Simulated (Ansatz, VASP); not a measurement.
AlNi3 in VASP and in Ansatz

INCAR

```
SYSTEM = AlNi3
ALGO = Fast ; EDIFF = 1E-7
ENCUT = 520 ; GGA = PS
ISIF = 2 ; ISMEAR = 0
LASPH = .TRUE. ; LCHARG = .FALSE.
LREAL = .FALSE. ; LWAVE = .FALSE.
NBANDS = 24 ; NELM = 60
PREC = Accurate ; SIGMA = 0.15
```

Contents of KPOINTS:

```
k-points
0
G
  14 14 14
  0 0 0
```

POSCAR

```
AlNi3
1.0
   -0.2610344367      2.6286456744      2.6286456744
    2.6286456744     -0.2610344367      2.6286456744
    2.6286456744      2.6286456744     -0.2610344367
Al Ni
1 3
Direct
    0.5000000000      0.5000000000      0.5000000000
    0.2500000000      0.2500000000      0.2500000000
    0.0000000000      0.0000000000      0.0000000000
    0.7500000000      0.7500000000      0.7500000000
```

Input for Ansatz:

```yaml
crystal:
  lattice:
    - [-0.2610344367, 2.6286456744, 2.6286456744]
    - [2.6286456744, -0.2610344367, 2.6286456744]
    - [2.6286456744, 2.6286456744, -0.2610344367]
  atoms:
    - { symbol: Al, position: [0.5, 0.5, 0.5] }
    - { symbol: Ni, position: [0.25, 0.25, 0.25] }
    - { symbol: Ni, position: [0.0, 0.0, 0.0] }
    - { symbol: Ni, position: [0.75, 0.75, 0.75] }
basis:
  ecutwfc: 520.0
kpoints:
  mp_grid: { grid: [14, 14, 14] }
hamiltonian:
  xc: pbesol
  pseudopotentials: { kind: paw, azcp: { folder: soft_1 } }
scf:
  occupations: { method: gaussian, width: 0.15 }
output:
  forces: true
  stress: true
  eigenvalues: true
```

Alike in both runs: task single point; functional PBEsol; k mesh 14 × 14 × 14; occupations gaussian, width 0.15 eV; no spin polarisation.

```csv
,VASP,Ansatz
version,VASP 6.6.1,Ansatz 0.2.0
potentials or method,"VASP PAW PBE potentials, release 64 (Al, Ni), cutoff 520 eV","scalar-relativistic, plane waves, PAW"
valence electrons in the cell,33,57
```

|  | VASP | Ansatz | Ansatz less VASP |
| --- | --- | --- | --- |
| gap on the k mesh at the Fermi level (eV) | none | none | - |
| pressure (GPa) | 17.5 | 17.5 | +0.01 |
| traceless stress, the component that is largest in VASP (GPa) | 22.24 | 22.39 | +0.147 |
| rms of the force components (eV/Å) | 0.118 | 0.134 | +0.0152 |

VASP's potentials were made for PBE, not for PBEsol, and Ansatz warns of the same on its side. Atom by atom the forces differ by 0.015 eV/Å (rms over components). A gap of «none» marks a metal or a gap that the smearing closes. VASP's potentials hold 33 valence electrons a cell and Ansatz's 57, so a difference there can come from the potentials and not from the codes.
